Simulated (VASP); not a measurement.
# KCl (P4/mmm) in VASP: notebook

Runs on KCl. Level: LDA. Tasks: single point.

Everything below comes from runs of VASP 6.6.1. Logs are shortened: lines on timing, memory, paths and dates and some standing lists are left out, and cuts for length are marked.

## Step 1: The cell of the first run

Symmetry: P4/mmm, No. 123, tetragonal system. The conventional cell has a = 4.031 Å, b = 4.031 Å, c = 3.839 Å, α = 90.00°, β = 90.00°, γ = 90.00°. Within 4.5 Å of K (site symmetry 4/mmm) lie 8 Cl at 3.44 Å and 6 K at 3.84 to 4.03 Å. Within 4.5 Å of Cl (site symmetry 4/mmm) lie 8 K at 3.44 Å and 6 Cl at 3.84 to 4.03 Å.

## Step 2: Single point, LDA (strain +0.050 along x and y, +0.000 along z)

Contents of INCAR:

```
ALGO = Normal ; EDIFF = 1E-6
ENCUT = 520 ; ISIF = 2
ISMEAR = 0 ; LASPH = True
LCHARG = False ; LREAL = False
LWAVE = False ; NBANDS = 15
NELM = 60 ; PREC = Accurate
SIGMA = 0.05
```

Contents of KPOINTS:

```
k-points
0
Gamma
  6 6 6
```

Contents of POSCAR:

```
KCl
1.0
    4.0311558000      0.0000000000      0.0000000000
    0.0000000000      4.0311558000      0.0000000000
    0.0000000000      0.0000000000      3.8391960000
K Cl
1 1
Direct
    0.0000000000      0.0000000000      0.0000000000
    0.5000000000      0.5000000000      0.5000000000
```

Potentials or basis: VASP PAW LDA potentials, release 64 (K_sv, Cl).

Run with:

```console
> cat potpaw_LDA.64/K_sv/POTCAR potpaw_LDA.64/Cl/POTCAR > POTCAR
> mpirun -np 1 vasp_std > vasp.out
```

OUTCAR:

```text
EDIFF = 1E-6
   ENCUT = 520
   ISIF = 2
   ISMEAR = 0
   LASPH = True
   LREAL = False
   NELM = 60
   PREC = Accurate

 ion  position               nearest neighbor table
   1  0.000  0.000  0.000-
   2  0.500  0.500  0.500-

  LATTYP: Found a simple tetragonal cell.
 ALAT       =     4.0311558000
 C/A-ratio  =     0.9523809524

  Lattice vectors:

 A1 = (   4.0311558000,   0.0000000000,   0.0000000000)
 A2 = (   0.0000000000,   4.0311558000,   0.0000000000)
 A3 = (   0.0000000000,   0.0000000000,   3.8391960000)

Analysis of symmetry for initial positions (statically):
=====================================================================
 Subroutine PRICEL returns:
 Original cell was already a primitive cell.

 Routine SETGRP: Setting up the symmetry group for a
 simple tetragonal supercell.

 Subroutine GETGRP returns: Found 16 space group operations
 (whereof 16 operations were pure point group operations)
 out of a pool of 16 trial point group operations.

The static configuration has the point symmetry D_4h.

Analysis of symmetry for dynamics (positions and initial velocities):
=====================================================================
 Subroutine PRICEL returns:
 Original cell was already a primitive cell.

 Routine SETGRP: Setting up the symmetry group for a
 simple tetragonal supercell.

 Subroutine GETGRP returns: Found 16 space group operations
 (whereof 16 operations were pure point group operations)
 out of a pool of 16 trial point group operations.

The dynamic configuration has the point symmetry D_4h.

 Subroutine INISYM returns: Found 16 space group operations
 (whereof 16 operations are pure point group operations),
 and found     1 'primitive' translations

----------------------------------------------------------------------------------------

                                     Primitive cell

  volume of cell :      62.3878

  direct lattice vectors                    reciprocal lattice vectors
     4.031155800  0.000000000  0.000000000     0.248067812  0.000000000  0.000000000
     0.000000000  4.031155800  0.000000000     0.000000000  0.248067812  0.000000000
     0.000000000  0.000000000  3.839196000     0.000000000  0.000000000  0.260471203

  length of vectors
     4.031155800  4.031155800  3.839196000     0.248067812  0.248067812  0.260471203

  position of ions in fractional coordinates (direct lattice)
     0.000000000  0.000000000  0.000000000
     0.500000000  0.500000000  0.500000000

  ion indices of the primitive-cell ions
   primitive index   ion index
                 1           1
                 2           2

----------------------------------------------------------------------------------------

 KPOINTS: k-points

Automatic generation of k-mesh.
 Grid dimensions read from file:
 generate k-points for:    6    6    6

 Generating k-lattice:

  Cartesian coordinates                     Fractional coordinates (reciprocal lattice)
     0.041344635  0.000000000  0.000000000     0.166666667  0.000000000  0.000000000
     0.000000000  0.041344635  0.000000000     0.000000000  0.166666667  0.000000000
     0.000000000  0.000000000  0.043411867     0.000000000  0.000000000  0.166666667

  Length of vectors
     0.041344635  0.041344635  0.043411867

  Shift w.r.t. Gamma in fractional coordinates (k-lattice)
     0.000000000  0.000000000  0.000000000

 Subroutine IBZKPT returns following result:
 ===========================================

 Found     40 irreducible k-points:

 Following reciprocal coordinates:
            Coordinates               Weight
  0.000000  0.000000  0.000000      1.000000
  0.166667  0.000000  0.000000      4.000000
  0.333333  0.000000  0.000000      4.000000
  0.500000  0.000000  0.000000      2.000000
  0.166667  0.166667  0.000000      4.000000
  0.333333  0.166667  0.000000      8.000000
[... 16 lines left out ...]
  0.333333  0.000000  0.333333      8.000000
  0.500000  0.000000  0.333333      4.000000
 [... further k-points ...]
   k-points           NKPTS =     40   k-points in BZ     NKDIM =     40   number of bands    NBANDS=     15
   number of dos      NEDOS =    301   number of ions     NIONS =      2
   total plane-waves  NPLWV =  27000
   dimension x,y,z NGX =    30 NGY =   30 NGZ =   30
   dimension x,y,z NGXF=    60 NGYF=   60 NGZF=   60
   ions per type =               1   1
   NGX,Y,Z   is equivalent  to a cutoff of  12.37, 12.37, 12.99 a.u.
   NGXF,Y,Z  is equivalent  to a cutoff of  24.74, 24.74, 25.98 a.u.
 SYSTEM =  unknown system
   PREC   = accura    normal or accurate (medium, high low for compatibility)
   ISTART =      0    job   : 0-new  1-cont  2-samecut
   ICHARG =      2    charge: 1-file 2-atom 10-const
   ISPIN  =      1    spin polarized calculation?
   LNONCOLLINEAR =      F non collinear calculations
   LSORBIT =      F    spin-orbit coupling
   LASPH  =      T    aspherical Exc in radial PAW
   ENCUT  =  520.0 eV  38.22 Ry    6.18 a.u.   7.50  7.50  7.14*2*pi/ulx,y,z
   NELM   =     60;   NELMIN=  2; NELMDL= -5     # of ELM steps
   EDIFF  = 0.1E-05   stopping-criterion for ELM
   LREAL  =      F    real-space projection
   EDIFFG = 0.1E-04   stopping-criterion for IOM
   NSW    =      0    number of steps for IOM
   IBRION =     -1    ionic relax: 0-MD 1-quasi-New 2-CG
   NFREE  =      0    steps in history (QN), initial steepest desc. (CG)
   ISIF   =      2    stress and relaxation
   ISYM   =      2    0-nonsym 1-usesym 2-fastsym
   POTIM  = 0.5000    time-step for ionic-motion
   TEBEG  =    0.0;   TEEND  =   0.0 temperature during run
   PSTRESS=    0.0 pullay stress
   NELECT =      16.0000    total number of electrons
   NUPDOWN=      -1.0000    fix difference up-down
   EMIN   =  10.00;   EMAX   =-10.00  energy-range for DOS
   EFERMI =   0.00;   METHOD = LEGACY
   ISMEAR =     0;   SIGMA  =   0.05  broadening in eV -4-tet -1-fermi 0-gaus
   EFERMI_NEDOS =   21; number of points for ismear=-14 and -15
   IALGO  =     38    algorithm
   IMIX   =      4    mixing-type and parameters
     AMIX     =   0.40;   BMIX     =  1.00
     AMIX_MAG =   1.60;   BMIX_MAG =  1.00
  volume/ion in A,a.u.               =      31.19       210.51
  Fermi-wavevector in a.u.,A,eV,Ry     =   1.040116  1.965534 14.719337  1.081841
  Thomas-Fermi vector in A             =   2.174677
   LORBIT       =      0    0 simple, 1 ext, 2 COOP (PROOUT), +10 PAW based schemes
   GGA     = CA    functional components
   LHFCALC =     F    Hartree Fock is set to
   AEXX    =    0.0000 exact exchange contribution
   IVDW    =     0    specifies the selected vdW correction
   LEPSILON=     F    determine dielectric tensor
   LRPA    =     F    only Hartree local field effects (RPA)
 non-spin polarized calculation
 Gauss-broadening in eV      SIGMA  =   0.05
  energy-cutoff  :      520.00
  volume of cell :       62.39
 maximum number of plane-waves:      1704
 NGX is ok and might be reduce to    30
   NGX = 15   NGY = 15   NGZ = 15

 number of electron      15.9999999 magnetization

 Free energy of the ion-electron system (eV)
  ---------------------------------------------------
  ext. energy  EPLUGINS =         0.00000000
  ---------------------------------------------------
  free energy    TOTEN  =        -7.11535634 eV

  energy without entropy =       -7.11535634  energy(sigma->0) =       -7.11535634

 E-fermi :  -1.0710     XC(G=0):  -8.2072

 val. band max:       -1.3758964359   @ k =   0.5000   0.5000   0.0000
 cond. band min:       2.4772488133   @ k =   0.0000   0.0000   0.0000
 fundamental gap:      3.8531452491
 Fermi energy:        -1.0710332544

 k-point     1 :       0.0000    0.0000    0.0000
  band No.  band energies     occupation
      1     -29.3868      2.00000
      2     -13.8275      2.00000
      3     -13.0228      2.00000
      4     -13.0228      2.00000
      5     -13.0083      2.00000
      6      -1.7781      2.00000
      7      -1.7781      2.00000
      8      -1.5371      2.00000
      9       2.4772      0.00000
     10       4.6960      0.00000
     11       4.8949      0.00000
     12       8.4794      0.00000
     13       8.7983      0.00000
     14       8.7983      0.00000
     15      11.3675      0.00000

 k-point     2 :       0.1667    0.0000    0.0000
  band No.  band energies     occupation
      1     -29.3840      2.00000
      2     -13.8757      2.00000
      3     -13.0176      2.00000
      4     -13.0038      2.00000
      5     -12.9790      2.00000
      6      -2.1902      2.00000
      7      -1.7808      2.00000
      8      -1.5351      2.00000
      9       3.0529      0.00000
     10       5.0232      0.00000
     11       5.1812      0.00000
     12       8.4201      0.00000
     13       8.7027      0.00000
     14       8.8997      0.00000
     15      10.5637      0.00000

 k-point     3 :       0.3333    0.0000    0.0000
  band No.  band energies     occupation
      1     -29.3784      2.00000
      2     -13.9653      2.00000
      3     -13.0072      2.00000
      4     -12.9948      2.00000
      5     -12.8956      2.00000
      6      -2.8396      2.00000
      7      -1.7868      2.00000
      8      -1.5315      2.00000
      9       4.2682      0.00000
     10       5.5707      0.00000
     11       5.8679      0.00000
     12       8.3976      0.00000
     13       8.5844      0.00000
     14       9.1105      0.00000
     15       9.1283      0.00000
[... 343 lines left out ...]
 k-point    23 :       0.3333    0.0000    0.3333
  band No.  band energies     occupation
      1     -29.3642      2.00000
      2     -13.7917      2.00000
      3     -13.1628      2.00000
      4     -12.9920      2.00000
      5     -12.9872      2.00000
      6      -2.5901      2.00000
      7      -2.4057      2.00000
      8      -1.6558      2.00000
      9       4.7351      0.00000
     10       5.3859      0.00000
     11       7.2725      0.00000
     12       7.2798      0.00000
     13       7.7041      0.00000
     14       7.7718      0.00000
     15       9.9728      0.00000

 k-point    24 :       0.5000    0.0000    0.3333
  band No.  band energies     occupation
      1     -29.3615      2.00000
      2     -13.7390      2.00000
      3     -13.1836      2.00000
      4     -13.0451      2.00000
      5     -12.9830      2.00000
      6      -2.6988      2.00000
      7      -2.4053      2.00000
      8      -1.6239      2.00000
      9       4.6668      0.00000
     10       5.3313      0.00000
     11       7.1801      0.00000
     12       7.3388      0.00000
     13       7.4385      0.00000
     14       8.4726      0.00000
     15       9.8232      0.00000

 [... further k-points ...]
[... 5 lines left out ...]
  --------------------------------------------------------------------------------------
  -------------------------------------------------------------------------------------
  Total       -1.7705145     -1.7705145     -1.0682210      0.0000000      0.0000000      0.0000000
  in kB      -45.4684995    -45.4684995    -27.4329328      0.0000000      0.0000000      0.0000000
  external PRESSURE =     -39.4566439 kB  Pullay stress =       0.0000000 kB

 VOLUME and BASIS-vectors are now :
 -----------------------------------------------------------------------------
  energy-cutoff  :      520.00
  volume of cell :       62.39
      direct lattice vectors                 reciprocal lattice vectors
     4.031155800  0.000000000  0.000000000     0.248067812  0.000000000  0.000000000
     0.000000000  4.031155800  0.000000000     0.000000000  0.248067812  0.000000000
     0.000000000  0.000000000  3.839196000     0.000000000  0.000000000  0.260471203

 POSITION                                       TOTAL-FORCE (eV/Angst)
 -----------------------------------------------------------------------------------
      0.00000      0.00000      0.00000         0.000000      0.000000      0.000000
      2.01558      2.01558      1.91960         0.000000      0.000000      0.000000
 -----------------------------------------------------------------------------------
    total drift:                                0.000000      0.000000     -0.000000

  FREE ENERGIE OF THE ION-ELECTRON SYSTEM (eV)
  ---------------------------------------------------
  free  energy   TOTEN  =        -7.1153563360 eV

  energy  without entropy=       -7.1153563360  energy(sigma->0) =       -7.11535634
```

It took 51 s on 1 thread of Intel Xeon 8259CL, shared host; peak memory 0.16 GiB.

What came out:

```
Free energy            : -7.1154 eV
Pressure               : -3.9 GPa
Band gap on the k mesh : 3.85 eV (least direct gap 4.01 eV)
```

Stress tensor (GPa, compression positive):
```
-4.55  0.00  0.00
 0.00 -4.55  0.00
 0.00  0.00 -2.74
```

Levels at points of the mesh, in eV from the valence-band top:
```csv
k point,band 5,band 6,band 7,band 8,band 9,band 10,band 11,band 12
"(0.00, 0.00, 0.00)",-11.63,-0.40,-0.40,-0.16,3.85,6.07,6.27,9.86
"(0.50, 0.00, 0.00)",-11.48,-1.74,-0.41,-0.15,6.71,7.03,7.43,9.72
"(0.50, 0.50, 0.00)",-11.60,-1.24,-1.24,0.00,5.47,6.93,8.75,8.75
"(0.00, 0.00, 0.50)",-11.54,-1.74,-0.36,-0.36,6.73,7.42,7.47,9.58
"(0.50, 0.00, 0.50)",-11.60,-1.27,-1.17,-0.19,5.65,6.58,8.24,8.40
"(0.50, 0.50, 0.50)",-11.75,-1.33,-1.26,-1.26,7.97,7.97,8.05,8.95
```

Caveat: the cell differs from its parent crystal (strain +0.050 along x and y, +0.000 along z); the cell stands under tension. A k mesh can miss the band edges.

## Step 3: Single point, LDA (strain +0.025 along x and y, +0.050 along z)

Contents of INCAR:

```
SYSTEM = KCl
PREC = Accurate
ENCUT = 520
EDIFF = 1E-6
ISMEAR = 0
SIGMA = 0.05
LREAL = .FALSE.
LASPH = .TRUE.
NELM = 100
ALGO = Normal
ISIF = 2
LWAVE = .FALSE.
LCHARG = .FALSE.
NBANDS = 15
```

Contents of KPOINTS:

```
Automatic mesh
0
G
  6 6 6
  0 0 0
```

Contents of POSCAR:

```
KCl
1.0
    3.9351759000      0.0000000000      0.0000000000
    0.0000000000      3.9351759000      0.0000000000
    0.0000000000      0.0000000000      4.0311558000
K Cl
1 1
Direct
    0.0000000000      0.0000000000      0.0000000000
    0.5000000000      0.5000000000      0.5000000000
```

Potentials or basis: VASP PAW LDA potentials, release 64 (K_sv, Cl).

Run with:

```console
> cat potpaw_LDA.64/K_sv/POTCAR potpaw_LDA.64/Cl/POTCAR > POTCAR
> mpirun -np 1 vasp_std > vasp.out
```

Run time: 48 s. Hardware: 1 thread of Intel Xeon 8259CL, shared host; peak memory 0.16 GiB.

It converged, with:

```yaml
Free_energy: -7.1231 eV
Pressure: -4.0 GPa
Band_gap_on_the_k_mesh: 3.97 eV (least direct gap 4.15 eV)
```

Stress tensor (GPa, compression positive):
```
-3.66  0.00  0.00
 0.00 -3.66  0.00
 0.00  0.00 -4.55
```

Levels at points of the mesh, in eV from the valence-band top:
| k point | band 5 | band 6 | band 7 | band 8 | band 9 | band 10 | band 11 | band 12 |
| --- | --- | --- | --- | --- | --- | --- | --- | --- |
| (0.00, 0.00, 0.00) | -11.53 | -0.30 | -0.18 | -0.18 | 3.97 | 6.23 | 6.32 | 10.12 |
| (0.50, 0.00, 0.00) | -11.40 | -1.63 | -0.29 | -0.16 | 6.82 | 7.34 | 7.56 | 9.75 |
| (0.50, 0.50, 0.00) | -11.49 | -1.12 | -1.12 | -0.09 | 5.76 | 6.69 | 8.43 | 8.43 |
| (0.00, 0.00, 0.50) | -11.37 | -1.63 | -0.19 | -0.19 | 6.83 | 7.22 | 7.45 | 9.80 |
| (0.50, 0.00, 0.50) | -11.49 | -1.15 | -1.10 | 0.00 | 5.67 | 6.86 | 8.59 | 8.67 |
| (0.50, 0.50, 0.50) | -11.64 | -1.19 | -1.19 | -1.16 | 8.07 | 8.11 | 8.11 | 9.07 |

Caveat: the cell differs from its parent crystal (strain +0.025 along x and y, +0.050 along z); the cell stands under tension. A k mesh can miss the band edges.

## Step 4: Single point, LDA (strain +0.050 along x and y, +0.025 along z)

Contents of INCAR:

```
SYSTEM = KCl
PREC = Accurate ; ENCUT = 520
EDIFF = 1E-6 ; ISMEAR = 0
SIGMA = 0.05 ; LREAL = .FALSE.
LASPH = .TRUE. ; NELM = 100
ALGO = Normal ; ISIF = 2
LWAVE = .FALSE. ; LCHARG = .FALSE.
GGA = CA ; NBANDS = 15
```

KPOINTS is that of step 3.

Contents of POSCAR:

```
KCl
1.0
    4.0311558000      0.0000000000      0.0000000000
    0.0000000000      4.0311558000      0.0000000000
    0.0000000000      0.0000000000      3.9351759000
K Cl
1 1
Direct
    0.0000000000      0.0000000000      0.0000000000
    0.5000000000      0.5000000000      0.5000000000
```

Run with:

```console
> cat potpaw_LDA.64/K_sv/POTCAR potpaw_LDA.64/Cl/POTCAR > POTCAR
> mpirun -np 1 vasp_std > vasp.out
```

It took 60 s on 1 thread of Intel Xeon 8259CL, shared host; peak memory 0.17 GiB.

Results (log left out):

```
Free energy            : -7.0853 eV
Pressure               : -4.1 GPa
Band gap on the k mesh : 3.86 eV (least direct gap 4.03 eV)
```

Stress tensor (GPa, compression positive):
```
-4.36  0.00  0.00
 0.00 -4.36  0.00
 0.00  0.00 -3.50
```

Levels at points of the mesh, in eV from the valence-band top:
```tsv
k point	band 4	band 5	band 6	band 7	band 8	band 9	band 10	band 11	band 12	band 13
(0.00, 0.00, 0.00)	-11.61	-11.61	-0.29	-0.29	-0.17	3.86	6.21	6.30	9.97	10.12
(0.50, 0.00, 0.00)	-11.59	-11.46	-1.61	-0.28	-0.16	6.69	7.10	7.44	9.73	9.81
(0.50, 0.50, 0.00)	-11.76	-11.57	-1.12	-1.12	0.00	5.58	6.85	8.64	8.64	9.88
(0.00, 0.00, 0.50)	-11.59	-11.48	-1.61	-0.26	-0.26	6.69	7.27	7.48	9.68	9.68
(0.50, 0.00, 0.50)	-11.76	-11.57	-1.14	-1.09	-0.09	5.67	6.69	8.39	8.48	9.87
(0.50, 0.50, 0.50)	-11.72	-11.72	-1.19	-1.15	-1.15	7.98	7.98	8.02	9.00	9.00
```

Caveat: the cell differs from its parent crystal (strain +0.050 along x and y, +0.025 along z); the cell stands under tension. A k mesh can miss the band edges.

## Step 5: Summary

```tsv
cell	gap on the mesh (eV)	pressure (GPa)
a = 4.031, b = 4.031, c = 3.839 Å, 2 atoms	3.85	-3.9
a = 3.935, b = 3.935, c = 4.031 Å, 2 atoms	3.97	-4.0
a = 4.031, b = 4.031, c = 3.935 Å, 2 atoms	3.86	-4.1
```

Alike in all rows: task single point; level LDA; potentials or basis VASP PAW LDA potentials, release 64 (K_sv, Cl); no spin polarisation; k mesh 6 × 6 × 6; cutoff (eV) 520; smearing gaussian 0.05 eV.

Caveats: the cell stands under tension.

Absolute energies hang on the potentials; compare differences alone.
